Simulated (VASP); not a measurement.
Input of a VASP 6.6.1 run:

File INCAR:

```
SYSTEM = B65N63
  PREC = Accurate
  ENCUT = 520
  EDIFF = 1E-6
  ISMEAR = 0
  SIGMA = 0.01
  LREAL = Auto
  LASPH = .True.
  NELM = 120
  ALGO = Normal
  ISIF = 2
  LWAVE = .False.
  LCHARG = .True.
  GGA = PE
  LELF = .True.
  LVHAR = .True.
  NBANDS = 325
  GGA_COMPAT = .False.
```

Contents of KPOINTS:

```
Automatic mesh
0
Gamma
  1 1 1
  0.25 0.25 0.25
```

Contents of POSCAR:

```
B65N63
1.0
    9.9533750461     -0.0000000029      0.0000000000
   -4.9766875206      8.6198756448      0.0000000000
    0.0000000000      0.0000000000     12.9909657500
B N
65 63
Direct
    0.0835527754      0.1666990355      0.1251046552
    0.1674607831      0.0847965946      0.3756185950
    0.0802486545      0.1633645247      0.6327844311
    0.1660848825      0.0828368609      0.8773831385
    0.0835530305      0.4167079771      0.1245972952
    0.1670735871      0.3346011619      0.3729175137
[... 120 lines left out ...]
    0.8327215553      0.9160672714      0.8767094339
    0.9158762780      0.8324810953      0.6344957805
```

Potentials or basis: VASP PAW PBE potentials, release 64 (B, N).

The run is started by

```bash
$ cat potpaw_PBE.64/B/POTCAR potpaw_PBE.64/N/POTCAR > POTCAR
$ mpirun -np 1 vasp_std > vasp.out
```

**Question.** Estimate the largest force.

**Answer.** 0.055 eV/Å.

**Question.** Estimate the band gap on the k mesh.

**Answer.** 1.48 eV.

**Question.** What does it give for the pressure?

**Answer.** 9.8 GPa.

Stress tensor (GPa, compression positive):
```
12.78 -0.06 -0.01
-0.06 12.73 -0.02
-0.01 -0.02  3.77
```
